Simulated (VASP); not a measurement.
# GaP (I-4m2) in VASP: further runs

GaP is run at these levels: PBE; tasks: single point.

Program: VASP 6.6.1. These are calculated values, not measurements. Logs are shortened: lines on timing, memory, paths and dates and some standing lists are left out, and cuts for length are marked.

**1. The cell of the first run**

The structure is tetragonal, space group I-4m2 (No. 119). The conventional cell has a = 3.854 Å, b = 3.854 Å, c = 5.014 Å, α = 90.00°, β = 90.00°, γ = 90.00°. Within 3.0 Å of Ga (site symmetry -4m2) lie 4 P at 2.30 Å. P (site symmetry -4m2) has 4 Ga at 2.30 Å within 3.0 Å.

**2. Single point, PBE (strain +0.000 along x and y, -0.080 along z)**

File INCAR:

```
SYSTEM = GaP
ALGO     = Normal         ! electronic algorithm
EDIFF    = 1E-6           ! SCF threshold, eV
ENCUT    = 520            ! plane-wave cutoff, eV
GGA      = PE             ! functional
ISIF     = 2              ! what is computed and relaxed
ISMEAR   = 0              ! smearing method
LASPH    = .True.         ! aspherical terms in the spheres
LCHARG   = .False.        ! write CHGCAR
LREAL    = .False.        ! projectors in reciprocal space
LWAVE    = .False.        ! write WAVECAR
NBANDS   = 16             ! bands
NELM     = 100            ! most SCF steps
PREC     = Accurate       ! precision mode
SIGMA    = 0.05           ! smearing width, eV
```

File KPOINTS:

```
k-points
0
Gamma
  8 8 8
  0 0 0
```

File POSCAR:

```
GaP
1.0
    0.0000000000      2.7252500000      2.5072300000
    2.7252500000      0.0000000000      2.5072300000
    2.7252500000      2.7252500000      0.0000000000
Ga P
1 1
Direct
    0.0000000000      0.0000000000      0.0000000000
    0.7500000000      0.7500000000      0.7500000000
```

Potentials or basis: VASP PAW PBE potentials, release 64 (Ga_d, P).

On the command line:

```sh
$ cat potpaw_PBE.64/Ga_d/POTCAR potpaw_PBE.64/P/POTCAR > POTCAR
$ mpirun -np 1 vasp_std > vasp.out
```

OUTCAR:

```text
SYSTEM = GaP
   EDIFF = 1E-6
   ENCUT = 520
   GGA = PE
   ISIF = 2
   ISMEAR = 0
   LASPH = .True.
   LREAL = .False.
   NELM = 100
   PREC = Accurate

 ion  position               nearest neighbor table
   1  0.000  0.000  0.000-   2 2.30   2 2.30   2 2.30   2 2.30
   2  0.750  0.750  0.750-   1 2.30   1 2.30   1 2.30   1 2.30

  LATTYP: Found a body centered tetragonal cell.
 ALAT       =     3.8540855109
 C/A-ratio  =     1.3010764774

  Lattice vectors:

 A1 = (   0.0000000000,  -2.7252500000,  -2.5072300000)
 A2 = (   0.0000000000,   2.7252500000,  -2.5072300000)
 A3 = (   2.7252500000,   0.0000000000,   2.5072300000)

Analysis of symmetry for initial positions (statically):
=====================================================================
 Subroutine PRICEL returns:
 Original cell was already a primitive cell.

 Routine SETGRP: Setting up the symmetry group for a
 body centered tetragonal supercell.

 Subroutine GETGRP returns: Found  8 space group operations
 (whereof  8 operations were pure point group operations)
 out of a pool of 16 trial point group operations.

The static configuration has the point symmetry D_2d.

Analysis of symmetry for dynamics (positions and initial velocities):
=====================================================================
 Subroutine PRICEL returns:
 Original cell was already a primitive cell.

 Routine SETGRP: Setting up the symmetry group for a
 body centered tetragonal supercell.

 Subroutine GETGRP returns: Found  8 space group operations
 (whereof  8 operations were pure point group operations)
 out of a pool of 16 trial point group operations.

The dynamic configuration has the point symmetry D_2d.

 Subroutine INISYM returns: Found  8 space group operations
 (whereof  8 operations are pure point group operations),
 and found     1 'primitive' translations

----------------------------------------------------------------------------------------

                                     Primitive cell

  volume of cell :      37.2423

  direct lattice vectors                    reciprocal lattice vectors
     0.000000000  2.725250000  2.507230000    -0.183469406  0.183469406  0.199423268
     2.725250000  0.000000000  2.507230000     0.183469406 -0.183469406  0.199423268
     2.725250000  2.725250000  0.000000000     0.183469406  0.183469406 -0.199423268

  length of vectors
     3.703132436  3.703132436  3.854085511     0.327248661  0.327248661  0.327248661

  position of ions in fractional coordinates (direct lattice)
     0.000000000  0.000000000  0.000000000
     0.750000000  0.750000000  0.750000000

  ion indices of the primitive-cell ions
   primitive index   ion index
                 1           1
                 2           2

----------------------------------------------------------------------------------------

 KPOINTS: k-points

Automatic generation of k-mesh.
 Grid dimensions read from file:
 generate k-points for:    8    8    8

 Generating k-lattice:

  Cartesian coordinates                     Fractional coordinates (reciprocal lattice)
    -0.022933676  0.022933676  0.024927908     0.125000000  0.000000000  0.000000000
     0.022933676 -0.022933676  0.024927908     0.000000000  0.125000000  0.000000000
     0.022933676  0.022933676 -0.024927908    -0.000000000 -0.000000000  0.125000000

  Length of vectors
     0.040906083  0.040906083  0.040906083

  Shift w.r.t. Gamma in fractional coordinates (k-lattice)
     0.000000000  0.000000000  0.000000000

 Subroutine IBZKPT returns following result:
 ===========================================

 Found     59 irreducible k-points:

 Following reciprocal coordinates:
            Coordinates               Weight
  0.000000  0.000000  0.000000      1.000000
  0.125000  0.000000  0.000000      8.000000
  0.250000  0.000000  0.000000      8.000000
  0.375000  0.000000  0.000000      8.000000
  0.500000  0.000000  0.000000      4.000000
  0.125000  0.125000  0.000000      2.000000
[... 16 lines left out ...]
  0.250000  0.000000  0.125000     16.000000
  0.375000  0.000000  0.125000     16.000000
 [... further k-points ...]
   k-points           NKPTS =     59   k-points in BZ     NKDIM =     59   number of bands    NBANDS=     16
   number of dos      NEDOS =    301   number of ions     NIONS =      2
   total plane-waves  NPLWV =  23520
   dimension x,y,z NGX =    28 NGY =   28 NGZ =   30
   dimension x,y,z NGXF=    56 NGYF=   56 NGZF=   60
   ions per type =               1   1
   NGX,Y,Z   is equivalent  to a cutoff of  12.57, 12.57, 12.94 a.u.
   NGXF,Y,Z  is equivalent  to a cutoff of  25.14, 25.14, 25.88 a.u.
 SYSTEM =  GaP
   PREC   = accura    normal or accurate (medium, high low for compatibility)
   ISTART =      0    job   : 0-new  1-cont  2-samecut
   ICHARG =      2    charge: 1-file 2-atom 10-const
   ISPIN  =      1    spin polarized calculation?
   LNONCOLLINEAR =      F non collinear calculations
   LSORBIT =      F    spin-orbit coupling
   LASPH  =      T    aspherical Exc in radial PAW
   ENCUT  =  520.0 eV  38.22 Ry    6.18 a.u.   6.89  6.89  7.17*2*pi/ulx,y,z
   NELM   =    100;   NELMIN=  2; NELMDL= -5     # of ELM steps
   EDIFF  = 0.1E-05   stopping-criterion for ELM
   LREAL  =      F    real-space projection
   EDIFFG = 0.1E-04   stopping-criterion for IOM
   NSW    =      0    number of steps for IOM
   IBRION =     -1    ionic relax: 0-MD 1-quasi-New 2-CG
   NFREE  =      0    steps in history (QN), initial steepest desc. (CG)
   ISIF   =      2    stress and relaxation
   ISYM   =      2    0-nonsym 1-usesym 2-fastsym
   POTIM  = 0.5000    time-step for ionic-motion
   TEBEG  =    0.0;   TEEND  =   0.0 temperature during run
   PSTRESS=    0.0 pullay stress
   NELECT =      18.0000    total number of electrons
   NUPDOWN=      -1.0000    fix difference up-down
   EMIN   =  10.00;   EMAX   =-10.00  energy-range for DOS
   EFERMI =   0.00;   METHOD = LEGACY
   ISMEAR =     0;   SIGMA  =   0.05  broadening in eV -4-tet -1-fermi 0-gaus
   EFERMI_NEDOS =   21; number of points for ismear=-14 and -15
   IALGO  =     38    algorithm
   IMIX   =      4    mixing-type and parameters
     AMIX     =   0.40;   BMIX     =  1.00
     AMIX_MAG =   1.60;   BMIX_MAG =  1.00
  volume/ion in A,a.u.               =      18.62       125.66
  Fermi-wavevector in a.u.,A,eV,Ry     =   1.284754  2.427833 22.457686  1.650593
  Thomas-Fermi vector in A             =   2.416929
   LORBIT       =      0    0 simple, 1 ext, 2 COOP (PROOUT), +10 PAW based schemes
   GGA     = PE    functional components
   LHFCALC =     F    Hartree Fock is set to
   AEXX    =    0.0000 exact exchange contribution
   IVDW    =     0    specifies the selected vdW correction
   LEPSILON=     F    determine dielectric tensor
   LRPA    =     F    only Hartree local field effects (RPA)
 non-spin polarized calculation
 Gauss-broadening in eV      SIGMA  =   0.05
  energy-cutoff  :      520.00
  volume of cell :       37.24
 maximum number of plane-waves:      1026
   NGX = 13   NGY = 13   NGZ = 15

 number of electron      18.0000002 magnetization

 Free energy of the ion-electron system (eV)
  ---------------------------------------------------
  ext. energy  EPLUGINS =         0.00000000
  ---------------------------------------------------
  free energy    TOTEN  =        -8.94937269 eV

  energy without entropy =       -8.94937269  energy(sigma->0) =       -8.94937269

 E-fermi :   6.0999     XC(G=0): -10.2266

 val. band max:        5.8300016702   @ k =   0.0000   0.0000   0.0000
 cond. band min:       6.5198089538   @ k =   0.3750   0.3750   0.0000
 fundamental gap:      0.6898072836
 Fermi energy:         6.0998920731

 k-point     1 :       0.0000    0.0000    0.0000
  band No.  band energies     occupation
      1      -9.1865      2.00000
      2      -9.1865      2.00000
      3      -9.1621      2.00000
      4      -9.0607      2.00000
      5      -9.0493      2.00000
      6      -7.5917      2.00000
[... 8 lines left out ...]
     15      14.6909      0.00000
     16      16.0506      0.00000

 k-point     2 :       0.1250    0.0000    0.0000
  band No.  band energies     occupation
      1      -9.2018      2.00000
      2      -9.1803      2.00000
      3      -9.1621      2.00000
      4      -9.0611      2.00000
      5      -9.0483      2.00000
      6      -7.3648      2.00000
[... 8 lines left out ...]
     15      15.0073      0.00000
     16      15.8130      0.00000

 k-point     3 :       0.2500    0.0000    0.0000
  band No.  band energies     occupation
      1      -9.2425      2.00000
      2      -9.1674      2.00000
      3      -9.1518      2.00000
      4      -9.0612      2.00000
      5      -9.0434      2.00000
      6      -6.7234      2.00000
[... 8 lines left out ...]
     15      14.5601      0.00000
     16      16.0900      0.00000

 k-point     4 :       0.3750    0.0000    0.0000
  band No.  band energies     occupation
      1      -9.2783      2.00000
      2      -9.1582      2.00000
      3      -9.1422      2.00000
      4      -9.0590      2.00000
      5      -9.0346      2.00000
      6      -5.8148      2.00000
[... 8 lines left out ...]
     15      16.1598      0.00000
     16      16.3630      0.00000
[... 324 lines left out ...]
 k-point    22 :       0.1250    0.0000    0.1250
  band No.  band energies     occupation
      1      -9.2170      2.00000
      2      -9.1733      2.00000
      3      -9.1526      2.00000
      4      -9.0600      2.00000
      5      -9.0497      2.00000
      6      -7.3062      2.00000
[... 8 lines left out ...]
     15      15.6010      0.00000
     16      16.1365      0.00000

 k-point    23 :       0.2500    0.0000    0.1250
  band No.  band energies     occupation
      1      -9.2464      2.00000
      2      -9.1607      2.00000
      3      -9.1441      2.00000
      4      -9.0622      2.00000
      5      -9.0469      2.00000
      6      -6.8169      2.00000
[... 8 lines left out ...]
     15      15.5953      0.00000
     16      17.2656      0.00000

 k-point    24 :       0.3750    0.0000    0.1250
  band No.  band energies     occupation
      1      -9.2755      2.00000
      2      -9.1527      2.00000
      3      -9.1360      2.00000
      4      -9.0609      2.00000
      5      -9.0413      2.00000
      6      -5.9873      2.00000
[... 8 lines left out ...]
     15      16.2016      0.00000
     16      17.1690      0.00000

 [... further k-points ...]
[... 5 lines left out ...]
  --------------------------------------------------------------------------------------
  -------------------------------------------------------------------------------------
  Total        2.1421210      2.1421210      3.3071704      0.0000000      0.0000000      0.0000000
  in kB       92.1547492     92.1547492    142.2755561      0.0000000      0.0000000      0.0000000
  external PRESSURE =     108.8616848 kB  Pullay stress =       0.0000000 kB

 VOLUME and BASIS-vectors are now :
 -----------------------------------------------------------------------------
  energy-cutoff  :      520.00
  volume of cell :       37.24
      direct lattice vectors                 reciprocal lattice vectors
     0.000000000  2.725250000  2.507230000    -0.183469406  0.183469406  0.199423268
     2.725250000  0.000000000  2.507230000     0.183469406 -0.183469406  0.199423268
     2.725250000  2.725250000  0.000000000     0.183469406  0.183469406 -0.199423268

 POSITION                                       TOTAL-FORCE (eV/Angst)
 -----------------------------------------------------------------------------------
      0.00000      0.00000      0.00000         0.000000      0.000000      0.000000
      4.08788      4.08788      3.76084        -0.000000     -0.000000     -0.000000
 -----------------------------------------------------------------------------------
    total drift:                               -0.000000     -0.000000      0.000009

  FREE ENERGIE OF THE ION-ELECTRON SYSTEM (eV)
  ---------------------------------------------------
  free  energy   TOTEN  =        -8.9493726853 eV

  energy  without entropy=       -8.9493726853  energy(sigma->0) =       -8.94937269
```

Wall time 23 s (1 thread of AMD EPYC 7R13 (Zen 3), shared host); peak memory 0.15 GiB.

What came out:

```yaml
Free_energy: -8.9494 eV
Pressure: 10.9 GPa
Band_gap_on_the_k_mesh: 0.69 eV, indirect (least direct gap 2.20 eV)
```

Caveat: the cell differs from its parent crystal (strain +0.000 along x and y, -0.080 along z). A k mesh can miss the band edges.

**3. Single point, PBE (strain +0.000 along x and y, -0.040 along z)**

File INCAR:

```
ALGO = Normal ; EDIFF = 1E-6
ENCUT = 520 ; GGA = PE
ISIF = 2 ; ISMEAR = 0
LASPH = T ; LCHARG = F
LREAL = F ; LWAVE = F
NBANDS = 16 ; NELM = 100
PREC = Accurate ; SIGMA = 0.05
```

File KPOINTS:

```
k-points
0
Gamma
  8 8 8
```

File POSCAR:

```
GaP
1.0
    0.0000000000      2.7252500000      2.6162400000
    2.7252500000      0.0000000000      2.6162400000
    2.7252500000      2.7252500000      0.0000000000
Ga P
1 1
Direct
    0.0000000000      0.0000000000      0.0000000000
    0.7500000000      0.7500000000      0.7500000000
```

Potentials or basis: VASP PAW PBE potentials, release 64 (Ga_d, P).

On the command line:

```sh
$ cat potpaw_PBE.64/Ga_d/POTCAR potpaw_PBE.64/P/POTCAR > POTCAR
$ mpirun -np 1 vasp_std > vasp.out
```

Wall time 23 s (1 thread of AMD EPYC 7R13 (Zen 3), shared host); peak memory 0.15 GiB.

The run converged. Its results:

```
Free energy            : -9.0626 eV
Pressure               : 6.3 GPa
Band gap on the k mesh : 1.18 eV, indirect (least direct gap 2.01 eV)
```

Stress tensor (GPa, compression positive):
```
5.35 0.00 0.00
0.00 5.35 0.00
0.00 0.00 8.11
```

Levels at points of the mesh, in eV from the valence-band top:
```
           k point  band 6  band 7  band 8  band 9  band 10  band 11  band 12  band 13
(0.00, 0.00, 0.00)  -12.95   -0.22   -0.22    0.00     2.01     3.68     3.77     3.77
(0.50, 0.00, 0.00)  -10.75   -7.01   -1.49   -1.15     1.61     4.40     4.77     8.23
(0.50, 0.50, 0.00)   -9.66   -6.91   -3.16   -3.16     1.23     1.37    10.73    10.73
(0.50, 0.00, 0.50)   -9.86   -7.19   -2.88   -2.85     1.52     1.77    10.62    10.68
```

Caveat: the cell differs from its parent crystal (strain +0.000 along x and y, -0.040 along z).
